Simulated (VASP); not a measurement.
# Al2Au (Fm-3m) in VASP: single point with r2SCAN

Aim: the single point of Al2Au with r2SCAN.

All numbers are computed with VASP 6.6.1; they aren't measurements. Logs are shortened: lines on timing, memory, paths and dates and some standing lists are left out, and cuts for length are marked.

### 1 The cell of the first run

It takes space group Fm-3m (No. 225, cubic). Conventional cell: a = 6.004 Å, b = 6.004 Å, c = 6.004 Å, α = 90.00°, β = 90.00°, γ = 90.00°. Within 3.4 Å of Au (site symmetry m-3m) lie 8 Al at 2.60 Å. Al (site symmetry -43m) has 4 Au at 2.60 Å and 6 Al at 3.00 Å within 3.4 Å.

### 2 Single point, r2SCAN

Input file POSCAR:

```
Al2Au
1.0
    0.0000000000      3.0021148700      3.0021148700
    3.0021148700      0.0000000000      3.0021148700
    3.0021148700      3.0021148700      0.0000000000
Au Al
1 2
Direct
    0.0000000000      0.0000000000      0.0000000000
    0.2500000000      0.2500000000      0.2500000000
    0.7500000000      0.7500000000      0.7500000000
```

Input file INCAR.step1:

```
SYSTEM = Al2Au
  PREC = Accurate
  ENCUT = 520
  ISMEAR = -1
  SIGMA = 0.1
  LREAL = .FALSE.
  LASPH = .TRUE.
  NELM = 100
  NBANDS = 16
  GGA = PE
  ALGO = Normal
  EDIFF = 1E-4
  LWAVE = .TRUE.
  LCHARG = .FALSE.
```

Input file INCAR.step2:

```
SYSTEM = Al2Au
  PREC = Accurate
  ENCUT = 520
  EDIFF = 1E-6
  ISMEAR = -1
  SIGMA = 0.1
  LREAL = .FALSE.
  LASPH = .TRUE.
  NELM = 100
  ALGO = Normal
  ISIF = 2
  LWAVE = .FALSE.
  LCHARG = .FALSE.
  METAGGA = R2SCAN
  LMIXTAU = .TRUE.
  NBANDS = 16
  ISTART = 1
```

Input file KPOINTS:

```
Automatic mesh
0
G
  10 10 10
  0 0 0
```

Potentials or basis: VASP PAW PBE potentials, release 64 (Au, Al).

Started as:

```bash
> cat potpaw_PBE.64/Au/POTCAR potpaw_PBE.64/Al/POTCAR > POTCAR
> cp INCAR.step1 INCAR
> mpirun -np 1 vasp_std > vasp.out
> cp INCAR.step2 INCAR
> mpirun -np 1 vasp_std > vasp.out
```

OUTCAR:

```text
SYSTEM = Al2Au
   PREC = Accurate
   ENCUT = 520
   EDIFF = 1E-6
   ISMEAR = -1
   LREAL = .FALSE.
   LASPH = .TRUE.
   NELM = 100
   ISIF = 2
   METAGGA = R2SCAN
   ISTART = 1

 ion  position               nearest neighbor table
   1  0.000  0.000  0.000-   3 2.60   3 2.60   3 2.60   2 2.60   3 2.60   2 2.60   2 2.60   2 2.60

   2  0.250  0.250  0.250-   1 2.60   1 2.60   1 2.60   1 2.60   3 3.00   3 3.00   3 3.00   3 3.00
                             3 3.00   3 3.00
   3  0.750  0.750  0.750-   1 2.60   1 2.60   1 2.60   1 2.60   2 3.00   2 3.00   2 3.00   2 3.00
                             2 3.00   2 3.00

  LATTYP: Found a face centered cubic cell.
 ALAT       =     6.0042297400

  Lattice vectors:

 A1 = (   0.0000000000,   3.0021148700,   3.0021148700)
 A2 = (   3.0021148700,   0.0000000000,   3.0021148700)
 A3 = (   3.0021148700,   3.0021148700,   0.0000000000)

Analysis of symmetry for initial positions (statically):
=====================================================================
 Subroutine PRICEL returns:
 Original cell was already a primitive cell.

 Routine SETGRP: Setting up the symmetry group for a
 face centered cubic supercell.

 Subroutine GETGRP returns: Found 48 space group operations
 (whereof 48 operations were pure point group operations)
 out of a pool of 48 trial point group operations.

The static configuration has the point symmetry O_h .

Analysis of symmetry for dynamics (positions and initial velocities):
=====================================================================
 Subroutine PRICEL returns:
 Original cell was already a primitive cell.

 Routine SETGRP: Setting up the symmetry group for a
 face centered cubic supercell.

 Subroutine GETGRP returns: Found 48 space group operations
 (whereof 48 operations were pure point group operations)
 out of a pool of 48 trial point group operations.

The dynamic configuration has the point symmetry O_h .

 Subroutine INISYM returns: Found 48 space group operations
 (whereof 48 operations are pure point group operations),
 and found     1 'primitive' translations

----------------------------------------------------------------------------------------

                                     Primitive cell

  volume of cell :      54.1143

  direct lattice vectors                    reciprocal lattice vectors
     0.000000000  3.002114870  3.002114870    -0.166549257  0.166549257  0.166549257
     3.002114870  0.000000000  3.002114870     0.166549257 -0.166549257  0.166549257
     3.002114870  3.002114870  0.000000000     0.166549257  0.166549257 -0.166549257

  length of vectors
     4.245631565  4.245631565  4.245631565     0.288471774  0.288471774  0.288471774

  position of ions in fractional coordinates (direct lattice)
     0.000000000  0.000000000  0.000000000
     0.250000000  0.250000000  0.250000000
     0.750000000  0.750000000  0.750000000

  ion indices of the primitive-cell ions
   primitive index   ion index
                 1           1
                 2           2
                 3           3

----------------------------------------------------------------------------------------

 KPOINTS: Automatic mesh

Automatic generation of k-mesh.
 Grid dimensions read from file:
 generate k-points for:   10   10   10

 Generating k-lattice:

  Cartesian coordinates                     Fractional coordinates (reciprocal lattice)
    -0.016654926  0.016654926  0.016654926     0.100000000  0.000000000  0.000000000
     0.016654926 -0.016654926  0.016654926     0.000000000  0.100000000  0.000000000
     0.016654926  0.016654926 -0.016654926     0.000000000  0.000000000  0.100000000

  Length of vectors
     0.028847177  0.028847177  0.028847177

  Shift w.r.t. Gamma in fractional coordinates (k-lattice)
     0.000000000  0.000000000  0.000000000

 Subroutine IBZKPT returns following result:
 ===========================================

 Found     47 irreducible k-points:

 Following reciprocal coordinates:
            Coordinates               Weight
  0.000000  0.000000  0.000000      1.000000
  0.100000  0.000000  0.000000      8.000000
  0.200000  0.000000  0.000000      8.000000
  0.300000  0.000000  0.000000      8.000000
  0.400000  0.000000  0.000000      8.000000
  0.500000  0.000000  0.000000      4.000000
[... 16 lines left out ...]
  0.300000  0.300000  0.000000      6.000000
  0.400000  0.300000  0.000000     24.000000
 [... further k-points ...]
   k-points           NKPTS =     47   k-points in BZ     NKDIM =     47   number of bands    NBANDS=     16
   number of dos      NEDOS =    301   number of ions     NIONS =      3
   total plane-waves  NPLWV =  32768
   dimension x,y,z NGX =    32 NGY =   32 NGZ =   32
   dimension x,y,z NGXF=    64 NGYF=   64 NGZF=   64
   ions per type =               1   2
   NGX,Y,Z   is equivalent  to a cutoff of  12.53, 12.53, 12.53 a.u.
   NGXF,Y,Z  is equivalent  to a cutoff of  25.06, 25.06, 25.06 a.u.
 SYSTEM =  Al2Au
   PREC   = accura    normal or accurate (medium, high low for compatibility)
   ISTART =      1    job   : 0-new  1-cont  2-samecut
   ICHARG =      0    charge: 1-file 2-atom 10-const
   ISPIN  =      1    spin polarized calculation?
   LNONCOLLINEAR =      F non collinear calculations
   LSORBIT =      F    spin-orbit coupling
   LASPH  =      T    aspherical Exc in radial PAW
   ENCUT  =  520.0 eV  38.22 Ry    6.18 a.u.   7.89  7.89  7.89*2*pi/ulx,y,z
   NELM   =    100;   NELMIN=  2; NELMDL=  0     # of ELM steps
   EDIFF  = 0.1E-05   stopping-criterion for ELM
   LREAL  =      F    real-space projection
   EDIFFG = 0.1E-04   stopping-criterion for IOM
   NSW    =      0    number of steps for IOM
   IBRION =     -1    ionic relax: 0-MD 1-quasi-New 2-CG
   NFREE  =      0    steps in history (QN), initial steepest desc. (CG)
   ISIF   =      2    stress and relaxation
   ISYM   =      2    0-nonsym 1-usesym 2-fastsym
   POTIM  = 0.5000    time-step for ionic-motion
   TEBEG  =    0.0;   TEEND  =   0.0 temperature during run
   PSTRESS=    0.0 pullay stress
   NELECT =      17.0000    total number of electrons
   NUPDOWN=      -1.0000    fix difference up-down
   EMIN   =  10.00;   EMAX   =-10.00  energy-range for DOS
   EFERMI =   0.00;   METHOD = LEGACY
   ISMEAR =    -1;   SIGMA  =   0.10  broadening in eV -4-tet -1-fermi 0-gaus
   EFERMI_NEDOS =   21; number of points for ismear=-14 and -15
   IALGO  =     38    algorithm
   IMIX   =      4    mixing-type and parameters
     AMIX     =   0.40;   BMIX     =  1.00
     AMIX_MAG =   1.60;   BMIX_MAG =  1.00
  volume/ion in A,a.u.               =      18.04       121.73
  Fermi-wavevector in a.u.,A,eV,Ry     =   1.112894  2.103065 16.851268  1.238533
  Thomas-Fermi vector in A             =   2.249473
   LORBIT       =      0    0 simple, 1 ext, 2 COOP (PROOUT), +10 PAW based schemes
   METAGGA = R2SCAN    functional components
   LHFCALC =     F    Hartree Fock is set to
   AEXX    =    0.0000 exact exchange contribution
   IVDW    =     0    specifies the selected vdW correction
   LEPSILON=     F    determine dielectric tensor
   LRPA    =     F    only Hartree local field effects (RPA)
 non-spin polarized calculation
  energy-cutoff  :      520.00
  volume of cell :       54.11
 maximum number of plane-waves:      1476
   NGX = 15   NGY = 15   NGZ = 15

 number of electron      17.0000001 magnetization

 Free energy of the ion-electron system (eV)
  ---------------------------------------------------
  ext. energy  EPLUGINS =         0.00000000
  ---------------------------------------------------
  free energy    TOTEN  =       -65.55660439 eV

  energy without entropy =      -65.52935535  energy(sigma->0) =      -65.54297987

 E-fermi :   7.6735     XC(G=0): -11.2621

 val. band max:        7.6594727131   @ k =  -0.2000   0.1000   0.0000
 cond. band min:       7.6858237008   @ k =   0.5000   0.1000   0.0000
 fundamental gap:      0.0263509877
 Fermi energy:         7.6735197737

 k-point     1 :       0.0000    0.0000    0.0000
  band No.  band energies     occupation
      1      -3.3947      2.00000
      2       0.7578      2.00000
      3       0.7578      2.00000
      4       0.7578      2.00000
      5       1.7584      2.00000
      6       1.7584      2.00000
[... 8 lines left out ...]
     15      13.9605      0.00000
     16      13.9605      0.00000

 k-point     2 :       0.1000    0.0000    0.0000
  band No.  band energies     occupation
      1      -3.2565      2.00000
      2       0.7164      2.00000
      3       0.7931      2.00000
      4       0.7931      2.00000
      5       1.7516      2.00000
      6       1.7516      2.00000
[... 8 lines left out ...]
     15      13.5834      0.00000
     16      13.7076      0.00000

 k-point     3 :       0.2000    0.0000    0.0000
  band No.  band energies     occupation
      1      -2.8534      2.00000
      2       0.6215      2.00000
      3       0.8789      2.00000
      4       0.8789      2.00000
      5       1.7484      2.00000
      6       1.7484      2.00000
[... 8 lines left out ...]
     15      13.8392      0.00000
     16      14.2023      0.00000

 k-point     4 :       0.3000    0.0000    0.0000
  band No.  band energies     occupation
      1      -2.2348      2.00000
      2       0.5537      2.00000
      3       0.9628      2.00000
      4       0.9628      2.00000
      5       1.7847      2.00000
      6       1.7847      2.00000
[... 8 lines left out ...]
     15      15.0408      0.00000
     16      15.3660      0.00000
[... 324 lines left out ...]
 k-point    22 :      -0.2000    0.2000    0.0000
  band No.  band energies     occupation
      1      -2.0007      2.00000
      2       0.4554      2.00000
      3       1.0139      2.00000
      4       1.0706      2.00000
      5       1.6361      2.00000
      6       1.8965      2.00000
[... 8 lines left out ...]
     15      15.5803      0.00000
     16      17.1071      0.00000

 k-point    23 :       0.3000    0.3000    0.0000
  band No.  band energies     occupation
      1      -1.7696      2.00000
      2       0.2883      2.00000
      3       1.2367      2.00000
      4       1.2367      2.00000
      5       1.3927      2.00000
      6       1.9704      2.00000
[... 8 lines left out ...]
     15      15.9157      0.00000
     16      17.7663      0.00000

 k-point    24 :       0.4000    0.3000    0.0000
  band No.  band energies     occupation
      1      -1.1538      2.00000
      2       0.2116      2.00000
      3       1.1756      2.00000
      4       1.3537      2.00000
      5       1.5580      2.00000
      6       2.0048      2.00000
[... 8 lines left out ...]
     15      17.2803      0.00000
     16      18.8614      0.00000

 [... further k-points ...]

------------------------ aborting loop because EDIFF is reached ----------------------------------------

  FORCE on cell =-STRESS in cart. coord.  units (eV):
  Direction    XX          YY          ZZ          XY          YZ          ZX
  --------------------------------------------------------------------------------------
  -------------------------------------------------------------------------------------
  Total        0.0278558      0.0278558      0.0278558      0.0000000      0.0000000     -0.0000000
  in kB        0.8247357      0.8247357      0.8247357      0.0000000      0.0000000     -0.0000000
  external PRESSURE =       0.8247357 kB  Pullay stress =       0.0000000 kB

 VOLUME and BASIS-vectors are now :
 -----------------------------------------------------------------------------
  energy-cutoff  :      520.00
  volume of cell :       54.11
      direct lattice vectors                 reciprocal lattice vectors
     0.000000000  3.002114870  3.002114870    -0.166549257  0.166549257  0.166549257
     3.002114870  0.000000000  3.002114870     0.166549257 -0.166549257  0.166549257
     3.002114870  3.002114870  0.000000000     0.166549257  0.166549257 -0.166549257

 POSITION                                       TOTAL-FORCE (eV/Angst)
 -----------------------------------------------------------------------------------
      0.00000      0.00000      0.00000        -0.000000      0.000000     -0.000000
      1.50106      1.50106      1.50106         0.000000      0.000000     -0.000000
      4.50317      4.50317      4.50317        -0.000000     -0.000000      0.000000
 -----------------------------------------------------------------------------------
    total drift:                                0.000000     -0.000000      0.000000

  FREE ENERGIE OF THE ION-ELECTRON SYSTEM (eV)
  ---------------------------------------------------
  free  energy   TOTEN  =       -65.5566043889 eV

  energy  without entropy=      -65.5293553508  energy(sigma->0) =      -65.54297987
```

Wall time 3.2 min (1 thread of AMD EPYC 7R43 (Zen 3), shared host); peak memory 0.17 GiB.

Results:

- Free energy: -65.5566 eV
- Pressure: 0.1 GPa

Levels at points of the mesh, in eV from the Fermi level:
```
           k point  band 7  band 8  band 9  band 10  band 11  band 12
(0.00, 0.00, 0.00)    2.90    3.06    3.06     3.06     4.19     4.19
(0.50, 0.00, 0.00)   -5.71    0.35    0.35     3.83     4.07     4.11
(0.50, 0.50, 0.00)   -5.29   -2.24   -2.24     1.58     2.39     8.03
```

Caveat: the PAW data sets were made with another functional, which shifts forces and pressure a little; spin-orbit coupling is left out, which moves the levels of the heavy elements.
